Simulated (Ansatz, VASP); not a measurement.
Two plane-wave programs on Ni

File INCAR:

```
SYSTEM = Ni
ALGO = Normal
EDIFF = 1E-6
ENCUT = 520
GGA = PE
ISIF = 2
ISMEAR = -1
ISPIN = 2
LASPH = .TRUE.
LCHARG = .TRUE.
LELF = .TRUE.
LMAXMIX = 4
LORBIT = 11
LREAL = .FALSE.
LVHAR = .TRUE.
LWAVE = .FALSE.
MAGMOM = 0.672
NBANDS = 15
NELM = 150
PREC = Accurate
SIGMA = 0.05
```

The input KPOINTS:

```
k-points
0
G
  9 9 9
  0 0 0
```

File POSCAR:

```
Ni
1.0
    0.0000000000      1.7596893266      1.7596893266
    1.7596893266      0.0000000000      1.7596893266
    1.7596893266      1.7596893266      0.0000000000
Ni
1
Direct
    0.0000000000      0.0000000000      0.0000000000
```

Input for Ansatz:

```yaml
crystal:
  lattice:
    - [0.0, 1.7596893266, 1.7596893266]
    - [1.7596893266, 0.0, 1.7596893266]
    - [1.7596893266, 1.7596893266, 0.0]
  atoms:
    - { symbol: Ni, position: [0.0, 0.0, 0.0], spin: 0.672 }
hamiltonian:
  xc: pbe
  pseudopotentials:
    kind: paw
    azcp:
      Ni: "pseudopotentials/Ni.paw.azcp"
basis:
  ecutwfc: 420
  fft_grid_basis: typed
kpoints:
  mp_grid: { grid: [9, 9, 9], shift: [0, 0, 0] }
magnetization:
  spin_polarized: true
scf:
  occupations: { method: fermi_dirac, width: 0.05 }
  lower_state_search: "off"
output:
  stress: true
```

Alike in both runs: task single point; functional PBE; k mesh 9 × 9 × 9; occupations fermi-dirac, width 0.05 eV; collinear spin.

```csv
,VASP,Ansatz
version,VASP 6.6.1,Ansatz 0.2.0
potentials or method,"VASP PAW PBE potentials, release 64 (Ni), cutoff 520 eV","plane waves (420 eV) with PAW, scalar-relativistic"
valence electrons in the cell,10,18
```

VASP gave:

- pressure (GPa): -1.0
- net moment per atom (μB): 0.51
- size of the moment on the site where the two differ most (μB): 0.52

Which values does Ansatz return?

Pressure (GPa): -0.9; net moment per atom (μB): 0.52; size of the moment on the site where the two differ most (μB): 0.56.

Site moments also hang on the region over which each program counts them. With one functional, cell and mesh, what is left measures potentials, basis and numerics. VASP's potentials hold 10 valence electrons a cell and Ansatz's 18, so a difference there can come from the potentials and not from the codes.
